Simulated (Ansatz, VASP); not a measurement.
**Two plane-wave programs on WC**

Contents of INCAR:

```
PREC = Accurate
ENCUT = 520
EDIFF = 1E-6
ISMEAR = 0
SIGMA = 0.15
LREAL = False
LASPH = True
NELM = 100
ALGO = Normal
ISIF = 2
LWAVE = False
LCHARG = False
GGA = PS
NBANDS = 16
```

Contents of KPOINTS:

```
Automatic mesh
0
Gamma
  6 6 6
```

POSCAR

```
WC
1.0
    2.9005014360      0.0000000000      0.0000000000
   -1.4502507180      2.5119079273      0.0000000000
    0.0000000000      0.0000000000      2.8290000000
W C
1 1
Direct
    0.1730424181      0.1266758419     -0.1590668081
    0.6666666667      0.3333333333      0.5000000000
```

Input for Ansatz:

```yaml
crystal:
  lattice:
    - [2.900501436, 0.0, 0.0]
    - [-1.450250718, 2.5119079273, 0.0]
    - [0.0, 0.0, 2.829]
  atoms:
    - { symbol: W, position: [0.1730424181, 0.1266758419, -0.1590668081] }
    - { symbol: C, position: [0.6666666667, 0.3333333333, 0.5] }
basis:
  ecutwfc: 420
kpoints:
  mp_grid: { grid: [6, 6, 6] }
hamiltonian:
  xc: pbesol
scf:
  occupations: { method: gaussian, width: 0.15 }
output:
  forces: true
  stress: true
  eigenvalues: true
```

Alike in both runs: task single point; functional PBEsol; k mesh 6 × 6 × 6; occupations gaussian, width 0.15 eV; no spin polarisation.

```csv
,VASP,Ansatz
version,VASP 6.6.1,Ansatz 0.2.0
potentials or method,"VASP PAW PBE potentials, release 64 (W_sv, C), cutoff 520 eV","scalar-relativistic, plane waves, PAW"
valence electrons in the cell,18,18
```

```csv
,VASP,Ansatz,Ansatz less VASP
gap on the k mesh at the Fermi level (eV),none,none,-
rms of the force components (eV/Å),11.956,11.613,-0.3437
```

VASP's potentials were made for PBE, not for PBEsol. Atom by atom the forces differ by 0.344 eV/Å (rms over components). A gap of «none» marks a metal or a gap that the smearing closes. With one functional, cell and mesh, what is left measures potentials, basis and numerics.

The k mesh is coarse, so the values compare programs but aren't converged. Spin-orbit coupling is off throughout.
